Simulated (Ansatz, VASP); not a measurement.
WC in VASP and in Ansatz

```
W C
1.0
     2.89848    0.00000    0.00000
    -1.44924    2.51016    0.00000
     0.00000    0.00000    2.82776
W C
1 1
Cartesian
  0.0000 0.0000 0.0000
  1.4492 0.8367 1.4139
```

Alike in both runs: task single point; functional PBEsol; k mesh 24 × 24 × 18; occupations gaussian, width 0.1 eV; no spin polarisation.

|  | VASP | Ansatz |
| --- | --- | --- |
| version | VASP 6.6.1 | Ansatz 0.2.0 |
| potentials or method | VASP PAW PBE potentials, release 64 (W_sv, C), cutoff 520 eV | scalar-relativistic, plane waves, PAW |
| valence electrons in the cell | 18 | 18 |

Ansatz gave:

```
gap on the k mesh at the Fermi level (eV)                     : none
pressure (GPa)                                                : 0.0
traceless stress, the component that is largest in VASP (GPa) : -0.18
```

Task: Estimate VASP's values.

Result: gap on the k mesh at the Fermi level (eV): none; pressure (GPa): 1.3; traceless stress, the component that is largest in VASP (GPa): 0.05.

VASP's potentials were made for PBE, not for PBEsol. A gap of «none» marks a metal or a gap that the smearing closes. With one functional, cell and mesh, what is left measures potentials, basis and numerics.

Neither program's run includes spin-orbit coupling.
